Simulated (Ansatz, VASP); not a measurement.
## C in VASP and in Ansatz

```
C
1.0
     2.55529    0.00000    0.00000
    -1.27764    2.21295    0.00000
     0.00000    0.00000    8.34550
C
8
Direct
  0.66667 0.33333 0.84375
  0.33333 0.66667 0.34375
  0.66667 0.33333 0.65625
  0.33333 0.66667 0.15625
  0.00000 0.00000 0.90625
  0.00000 0.00000 0.40625
  0.00000 0.00000 0.59375
  0.00000 0.00000 0.09375
```

Alike in both runs: task single point; functional r2SCAN; dispersion D4; k mesh 12 × 12 × 4; occupations fermi-dirac, width 0.05 eV; no spin polarisation.

```csv
,VASP,Ansatz
version,VASP 6.6.1,Ansatz 0.2.0
potentials or method,"VASP PAW PBE potentials, release 64 (C)",Ansatz PAW
plane-wave cutoff (eV),520,500
valence electrons in the cell,32,32
```

Ansatz gave:

- gap on the k mesh at the Fermi level (eV): 4.54
- least direct gap on the mesh (eV): 5.36
- pressure (GPa): -20.1
- traceless stress, the component that is largest in VASP (GPa): 7.88
- rms of the force components (eV/Å): 0.186

Question: Which values does VASP return?

Answer: gap on the k mesh at the Fermi level (eV): 4.52; least direct gap on the mesh (eV): 5.32; pressure (GPa): -19.2; traceless stress, the component that is largest in VASP (GPa): 7.90; rms of the force components (eV/Å): 0.187.

VASP's potentials were made for PBE, not for r2SCAN. Atom by atom the forces differ by 0.001 eV/Å (rms over components).
